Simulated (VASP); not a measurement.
# Ba (Im-3m) in VASP: notebook

Runs on Ba. Level: PBEsol. Tasks: single point.

Everything below comes from runs of VASP 6.6.1. Logs are shortened: lines on timing, memory, paths and dates and some standing lists are left out, and cuts for length are marked.

### 1 The cell of the first run

The structure is cubic, space group Im-3m (No. 229). Conventional cell: a = 4.750 Å, b = 4.750 Å, c = 4.750 Å, α = 90.00°, β = 90.00°, γ = 90.00°. Within 5.4 Å of Ba (site symmetry m-3m) lie 14 Ba at 4.11 to 4.75 Å.

### 2 Single point, PBEsol (strain -0.050 along x and y, -0.050 along z)

File INCAR:

```
ALGO = Normal ; EDIFF = 1E-7
ENCUT = 520 ; GGA = PS
ISIF = 2 ; ISMEAR = 0
LASPH = T ; LCHARG = F
LREAL = F ; LWAVE = F
NBANDS = 11 ; NELM = 60
PREC = Accurate ; SIGMA = 0.15
```

File KPOINTS:

```
k-points
0
Gamma
  14 14 14
```

File POSCAR:

```
Ba
1.0
   -2.3750000000      2.3750000000      2.3750000000
    2.3750000000     -2.3750000000      2.3750000000
    2.3750000000      2.3750000000     -2.3750000000
Ba
1
Direct
    0.0000000000      0.0000000000      0.0000000000
```

Potentials or basis: VASP PAW PBE potentials, release 64 (Ba_sv).

Command:

```
> cat potpaw_PBE.64/Ba_sv/POTCAR > POTCAR
> mpirun -np 1 vasp_std > vasp.out
```

OUTCAR:

```text
EDIFF = 1E-7
   ENCUT = 520
   GGA = PS
   ISIF = 2
   ISMEAR = 0
   LASPH = T
   LREAL = F
   NELM = 60
   PREC = Accurate

 ion  position               nearest neighbor table
   1  0.000  0.000  0.000-

  LATTYP: Found a body centered cubic cell.
 ALAT       =     4.7500000000

  Lattice vectors:

 A1 = (  -2.3750000000,   2.3750000000,   2.3750000000)
 A2 = (   2.3750000000,  -2.3750000000,   2.3750000000)
 A3 = (   2.3750000000,   2.3750000000,  -2.3750000000)

Analysis of symmetry for initial positions (statically):
=====================================================================
 Subroutine PRICEL returns:
 Original cell was already a primitive cell.

 Routine SETGRP: Setting up the symmetry group for a
 body centered cubic supercell.

 Subroutine GETGRP returns: Found 48 space group operations
 (whereof 48 operations were pure point group operations)
 out of a pool of 48 trial point group operations.

The static configuration has the point symmetry O_h .

Analysis of symmetry for dynamics (positions and initial velocities):
=====================================================================
 Subroutine PRICEL returns:
 Original cell was already a primitive cell.

 Routine SETGRP: Setting up the symmetry group for a
 body centered cubic supercell.

 Subroutine GETGRP returns: Found 48 space group operations
 (whereof 48 operations were pure point group operations)
 out of a pool of 48 trial point group operations.

The dynamic configuration has the point symmetry O_h .

 Subroutine INISYM returns: Found 48 space group operations
 (whereof 48 operations are pure point group operations),
 and found     1 'primitive' translations

----------------------------------------------------------------------------------------

                                     Primitive cell

  volume of cell :      53.5859

  direct lattice vectors                    reciprocal lattice vectors
    -2.375000000  2.375000000  2.375000000     0.000000000  0.210526316  0.210526316
     2.375000000 -2.375000000  2.375000000     0.210526316  0.000000000  0.210526316
     2.375000000  2.375000000 -2.375000000     0.210526316  0.210526316  0.000000000

  length of vectors
     4.113620668  4.113620668  4.113620668     0.297729171  0.297729171  0.297729171

  position of ions in fractional coordinates (direct lattice)
     0.000000000  0.000000000  0.000000000

  ion indices of the primitive-cell ions
   primitive index   ion index
[... 79 lines left out ...]
   ISIF   =      2    stress and relaxation
   ISYM   =      2    0-nonsym 1-usesym 2-fastsym
   POTIM  = 0.5000    time-step for ionic-motion
   TEBEG  =    0.0;   TEEND  =   0.0 temperature during run
   PSTRESS=    0.0 pullay stress
   NELECT =      10.0000    total number of electrons
   NUPDOWN=      -1.0000    fix difference up-down
   EMIN   =  10.00;   EMAX   =-10.00  energy-range for DOS
   EFERMI =   0.00;   METHOD = LEGACY
   ISMEAR =     0;   SIGMA  =   0.15  broadening in eV -4-tet -1-fermi 0-gaus
   EFERMI_NEDOS =   21; number of points for ismear=-14 and -15
   IALGO  =     38    algorithm
   IMIX   =      4    mixing-type and parameters
     AMIX     =   0.40;   BMIX     =  1.00
     AMIX_MAG =   1.60;   BMIX_MAG =  1.00
  volume/ion in A,a.u.               =      53.59       361.62
  Fermi-wavevector in a.u.,A,eV,Ry     =   0.935530  1.767896 11.908051  0.875217
  Thomas-Fermi vector in A             =   2.062447
   LORBIT       =      0    0 simple, 1 ext, 2 COOP (PROOUT), +10 PAW based schemes
   GGA     = PS    functional components
   LHFCALC =     F    Hartree Fock is set to
   AEXX    =    0.0000 exact exchange contribution
   IVDW    =     0    specifies the selected vdW correction
   LEPSILON=     F    determine dielectric tensor
   LRPA    =     F    only Hartree local field effects (RPA)
 non-spin polarized calculation
 Gauss-broadening in eV      SIGMA  =   0.15
  energy-cutoff  :      520.00
  volume of cell :       53.59
 maximum number of plane-waves:      1481
   NGX = 15   NGY = 15   NGZ = 15

 number of electron      10.0000000 magnetization

 number of electron       9.9999999 magnetization

 Free energy of the ion-electron system (eV)
  ---------------------------------------------------
  ext. energy  EPLUGINS =         0.00000000
  ---------------------------------------------------
  free energy    TOTEN  =        -2.14143204 eV

  energy without entropy =       -2.12823186  energy(sigma->0) =       -2.13483195

 E-fermi :   2.0857     XC(G=0):  -8.0529

 val. band max:        2.0685426444   @ k =  -0.3571   0.5000   0.2143
 cond. band min:       2.0866284180   @ k =   0.3571   0.2857   0.0000
 fundamental gap:      0.0180857736
 Fermi energy:         2.0856588277

 k-point     1 :       0.0000    0.0000    0.0000
  band No.  band energies     occupation
      1     -26.5075      2.00000
      2     -11.3136      2.00000
      3     -11.3136      2.00000
      4     -11.3136      2.00000
      5      -0.7237      2.00000
      6       4.0867      0.00000
      7       4.0867      0.00000
      8       4.0867      0.00000
      9       5.7594      0.00000
     10       5.7594      0.00000
     11       9.5126      0.00000
[... 309 lines left out ...]
 k-point    24 :       0.3571    0.2857    0.0000
  band No.  band energies     occupation
      1     -26.4094      2.00000
      2     -11.9064      2.00000
      3     -11.7883      2.00000
      4     -11.4106      2.00000
      5       2.0866      0.99271
      6       2.7304      0.00000
      7       2.9665      0.00000
      8       5.9310      0.00000
      9       6.3022      0.00000
     10       7.8701      0.00000
     11       9.4916      0.00000

 [... further k-points ...]

------------------------ aborting loop because EDIFF is reached ----------------------------------------

  FORCE on cell =-STRESS in cart. coord.  units (eV):
  Direction    XX          YY          ZZ          XY          YZ          ZX
  --------------------------------------------------------------------------------------
  -------------------------------------------------------------------------------------
  Total        0.3225181      0.3225181      0.3225181     -0.0000000      0.0000000     -0.0000000
  in kB        9.6430384      9.6430384      9.6430384     -0.0000000      0.0000000     -0.0000000
  external PRESSURE =       9.6430384 kB  Pullay stress =       0.0000000 kB

 VOLUME and BASIS-vectors are now :
 -----------------------------------------------------------------------------
  energy-cutoff  :      520.00
  volume of cell :       53.59
      direct lattice vectors                 reciprocal lattice vectors
    -2.375000000  2.375000000  2.375000000     0.000000000  0.210526316  0.210526316
     2.375000000 -2.375000000  2.375000000     0.210526316  0.000000000  0.210526316
     2.375000000  2.375000000 -2.375000000     0.210526316  0.210526316  0.000000000

 POSITION                                       TOTAL-FORCE (eV/Angst)
 -----------------------------------------------------------------------------------
      0.00000      0.00000      0.00000         0.000000      0.000000      0.000000
 -----------------------------------------------------------------------------------
    total drift:                                0.000000      0.000000      0.000000

  FREE ENERGIE OF THE ION-ELECTRON SYSTEM (eV)
  ---------------------------------------------------
  free  energy   TOTEN  =        -2.1414320404 eV

  energy  without entropy=       -2.1282318555  energy(sigma->0) =       -2.13483195
```

stdout:

```text
POSCAR found type information on POSCAR Ba
 POSCAR found :  1 types and       1 ions
 scaLAPACK will be used
 -----------------------------------------------------------------------------
|                                                                             |
|                                                                             |
|     You enforced a specific xc type in the INCAR file but a different       |
|     I HOPE YOU KNOW WHAT YOU ARE DOING!                                     |
|                                                                             |
 -----------------------------------------------------------------------------

 LDA part: xc-table for (Slater+PW92), standard interpolation
 POSCAR, INCAR and KPOINTS ok, starting setup
 FFT: planning ... GRIDC
 FFT: planning ... GRID_SOFT
 FFT: planning ... GRID
 WAVECAR not read
 entering main loop
```

It took 26 s on 1 thread of Intel Xeon Platinum 8259CL at 2.50GHz (Skylake/Cascade Lake), shared host; peak memory 0.21 GiB.

Results:

```yaml
Free_energy: -2.1414 eV
Pressure: 1.0 GPa
Band_gap_on_the_k_mesh: zero (bands 5 and 6 overlap by 1.37 eV)
```

Caveat: the cell differs from its parent crystal (strain -0.050 along x and y, -0.050 along z); the PAW data sets were made with another functional, which shifts forces and pressure a little; spin-orbit coupling is left out, which moves the levels of the heavy elements.

### 3 Single point, PBEsol (strain -0.025 along x and y, -0.025 along z)

File INCAR:

```
SYSTEM = Ba
PREC = Accurate ; ENCUT = 520
EDIFF = 1E-6 ; ISMEAR = 0
SIGMA = 0.15 ; LREAL = .False.
LASPH = .True. ; NELM = 100
ALGO = Normal ; ISIF = 2
LWAVE = .False. ; LCHARG = .False.
GGA = PS ; NBANDS = 11
```

File KPOINTS:

```
Automatic mesh
0
Gamma
  14 14 14
  0 0 0
```

File POSCAR:

```
Ba
1.0
   -2.4375000000      2.4375000000      2.4375000000
    2.4375000000     -2.4375000000      2.4375000000
    2.4375000000      2.4375000000     -2.4375000000
Ba
1
Direct
    0.0000000000      0.0000000000      0.0000000000
```

Potentials or basis: VASP PAW PBE potentials, release 64 (Ba_sv).

Command:

```
> cat potpaw_PBE.64/Ba_sv/POTCAR > POTCAR
> mpirun -np 1 vasp_std > vasp.out
```

Wall time 24 s (1 thread of Intel Xeon Platinum 8259CL at 2.50GHz (Skylake/Cascade Lake), shared host); peak memory 0.21 GiB.

Results (log left out):

| Property | Result |
| --- | --- |
| Free energy | -2.1555 eV |
| Pressure | 0.1 GPa |
| Band gap on the k mesh | zero (bands 5 and 6 overlap by 1.16 eV) |

Levels at points of the mesh, in eV from the Fermi level:
```csv
k point,band 1,band 2,band 3,band 4,band 5,band 6,band 7,band 8,band 9,band 10
"(0.00, 0.00, 0.00)",-28.71,-13.59,-13.59,-13.59,-2.80,1.91,1.91,1.91,3.47,3.47
"(0.50, 0.00, 0.00)",-28.65,-14.19,-13.78,-13.59,-0.95,0.67,1.54,3.46,4.09,5.72
"(0.50, 0.50, 0.50)",-28.60,-14.00,-14.00,-14.00,-0.65,-0.65,4.78,4.78,4.78,5.15
```

Caveat: the cell differs from its parent crystal (strain -0.025 along x and y, -0.025 along z); the PAW data sets were made with another functional, which shifts forces and pressure a little; spin-orbit coupling is left out, which moves the levels of the heavy elements.
